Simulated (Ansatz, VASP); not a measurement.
GaN: VASP beside Ansatz

Contents of INCAR:

```
SYSTEM = GaN
  PREC = Accurate
  ENCUT = 600
  EDIFF = 1E-6
  ISMEAR = 0
  SIGMA = 0.02
  LREAL = .FALSE.
  LASPH = .TRUE.
  NELM = 80
  ALGO = Normal
  ISIF = 3
  LWAVE = .FALSE.
  LCHARG = .FALSE.
  GGA = CA
  IBRION = 2
  NSW = 100
  EDIFFG = -0.005
```

File KPOINTS:

```
Automatic mesh
0
G
  14 14 14
  0 0 0
```

The input POSCAR:

```
GaN
1.0
    0.0000000000      2.0905020284      2.0905020284
    2.0905020284      0.0000000000      2.0905020284
    2.0905020284      2.0905020284      0.0000000000
Ga N
1 1
Direct
    0.0000000000      0.0000000000      0.0000000000
    0.5000000000      0.5000000000      0.5000000000
```

Input for Ansatz:

```yaml
crystal:
  lattice:
    - [0.0, 2.0905020284, 2.0905020284]
    - [2.0905020284, 0.0, 2.0905020284]
    - [2.0905020284, 2.0905020284, 0.0]
  atoms:
    - { symbol: Ga, position: [0.0, 0.0, 0.0] }
    - { symbol: "N", position: [0.5, 0.5, 0.5] }
basis:
  ecutwfc: 420
kpoints:
  mp_grid: { grid: [14, 14, 14] }
hamiltonian:
  xc: lda
scf:
  occupations: { method: gaussian, width: 0.02 }
output:
  forces: true
  stress: true
  eigenvalues: true
relax:
  adjacent_minimum: "off"
  f_tol: 0.005
  max_steps: 80
  cell: { stress_tol: 0.05 }
```

Alike in both runs: task relaxation of cell and atoms; functional LDA; k mesh 14 × 14 × 14; occupations gaussian, width 0.02 eV; no spin polarisation.

|  | VASP | Ansatz |
| --- | --- | --- |
| version | VASP 6.6.1 | Ansatz 0.2.0 |
| potentials or method | VASP PAW LDA potentials, release 64 (Ga_d, N), cutoff 600 eV | scalar-relativistic, plane waves, PAW |
| valence electrons in the cell | 18 | 18 |

|  | VASP | Ansatz | Ansatz less VASP |
| --- | --- | --- | --- |
| gap on the k mesh at the Fermi level, each at its own relaxed structure (eV) | 0.59 | 0.60 | +0.016 |
| relaxed volume (Å³/atom) | 9.19 | 9.14 | -0.050 |
| relaxed cell length with the largest relative difference (Å) | 2.962 | 2.956 | -0.0054 |

LDA's correlation is that of Perdew and Zunger in VASP and of Perdew and Wang (1992) in Ansatz.
